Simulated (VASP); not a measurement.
Write the native input for VASP 6.6.1 that does the following.

```
Task                   : single point
Functional             : PBE
Potentials or basis    : VASP PAW PBE potentials, release 64 (Si, N)
Cutoff                 : 520 eV
k mesh                 : 6 × 6 × 6
Occupations            : fermi-dirac, width 0.05 eV
Spin                   : no spin polarisation
Dipole correction      : no
Further INCAR settings : ALGO = Normal; EDIFF = 1e-06; NBANDS = 25
```

The structure of Si3N4 lies in POSCAR:

```
Si3N4
1.0
    3.9655488000      0.0000000000      0.0000000000
    0.0000000000      3.9655488000      0.0000000000
    0.0000000000      0.0000000000      4.1307800000
Si N
3 4
Direct
    0.0000000000      0.0000000000      0.5000000000
    0.5000000000      0.0000000000      0.0000000000
    0.0000000000      0.5000000000      0.0000000000
    0.2395200000      0.2395200000      0.7604800000
    0.7604800000      0.7604800000      0.7604800000
    0.2395200000      0.7604800000      0.2395200000
    0.7604800000      0.2395200000      0.2395200000
```

One way to write it, as run:

INCAR

```
PREC     = Accurate       # precision mode
ENCUT    = 520            # plane-wave cutoff, eV
EDIFF    = 1E-6           # SCF threshold, eV
ISMEAR   = -1             # smearing method
SIGMA    = 0.05           # smearing width, eV
LREAL    = False          # projectors in reciprocal space
LASPH    = True           # aspherical terms in the spheres
NELM     = 60             # most SCF steps
ALGO     = Normal         # electronic algorithm
ISIF     = 2              # what is computed and relaxed
LWAVE    = False          # write WAVECAR
LCHARG   = False          # write CHGCAR
GGA      = PE             # functional
NBANDS   = 25             # bands
```

KPOINTS

```
regular mesh
0
Gamma
  6 6 6
```

Potentials or basis: VASP PAW PBE potentials, release 64 (Si, N).

Launch:

```console
$ cat potpaw_PBE.64/Si/POTCAR potpaw_PBE.64/N/POTCAR > POTCAR
$ mpirun -np 1 vasp_std > vasp.out
```

It gave:

```yaml
Pressure: 22.7 GPa
Largest_force: 0.775 eV/Å
Band_gap_on_the_k_mesh: 2.61 eV, indirect (least direct gap 2.89 eV)
```

Run time: 93 s on 1 thread of AMD EPYC 7R13 (shared host), peak memory 0.16 GiB.
